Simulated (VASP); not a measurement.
Set up this calculation in VASP 6.6.1, as the native input.

```
Task                   : single point
Functional             : r2SCAN
Potentials or basis    : VASP PAW PBE potentials, release 64 (Mo_sv)
Cutoff                 : 520 eV
k mesh                 : 18 × 18 × 18
Occupations            : gaussian, width 0.1 eV
Spin                   : no spin polarisation
Dipole correction      : no
Further INCAR settings : ALGO = Normal; EDIFF = 1e-07; NBANDS = 13
```

Crystal: Mo.

```
Mo
1.0
    -1.57521    1.57521    1.57521
     1.57521   -1.57521    1.57521
     1.57521    1.57521   -1.57521
Mo
1
Direct
  0.00000 0.00000 0.00000
```

These files were run (other wordings do the same):

POSCAR

```
Mo
1.0
   -1.5752131668      1.5752131668      1.5752131668
    1.5752131668     -1.5752131668      1.5752131668
    1.5752131668      1.5752131668     -1.5752131668
Mo
1
Direct
    0.0000000000      0.0000000000      0.0000000000
```

INCAR.step1

```
SYSTEM = Mo
  PREC = Accurate
  ENCUT = 520
  ISMEAR = 0
  SIGMA = 0.1
  LREAL = .FALSE.
  LASPH = .TRUE.
  NELM = 60
  NBANDS = 13
  GGA = PE
  ALGO = Normal
  EDIFF = 1E-4
  LWAVE = .TRUE.
  LCHARG = .FALSE.
```

INCAR.step2

```
SYSTEM = Mo
  PREC = Accurate
  ENCUT = 520
  EDIFF = 1E-7
  ISMEAR = 0
  SIGMA = 0.1
  LREAL = .FALSE.
  LASPH = .TRUE.
  NELM = 60
  ALGO = Normal
  ISIF = 2
  LWAVE = .FALSE.
  LCHARG = .TRUE.
  METAGGA = R2SCAN
  LMIXTAU = .TRUE.
  LELF = .TRUE.
  LVHAR = .TRUE.
  NBANDS = 13
  ISTART = 1
```

KPOINTS

```
Automatic mesh
0
G
  18 18 18
  0 0 0
```

Potentials or basis: VASP PAW PBE potentials, release 64 (Mo_sv).

Launch:

```sh
$ cat potpaw_PBE.64/Mo_sv/POTCAR > POTCAR
$ cp INCAR.step1 INCAR
$ mpirun -np 1 vasp_std > vasp.out
$ cp INCAR.step2 INCAR
$ mpirun -np 1 vasp_std > vasp.out
```

It gave:

```
Pressure               : 1.1 GPa
Band gap on the k mesh : zero (band 7 reaches 16.69 eV, above the bottom of band 8 at 11.12 eV)
```

Caveat: the PAW data sets were made with another functional, which shifts forces and pressure a little.

Wall time 2.5 min on 1 thread of AMD EPYC 7R43 64-Core Processor (Zen 3) (shared host), peak memory 0.11 GiB.
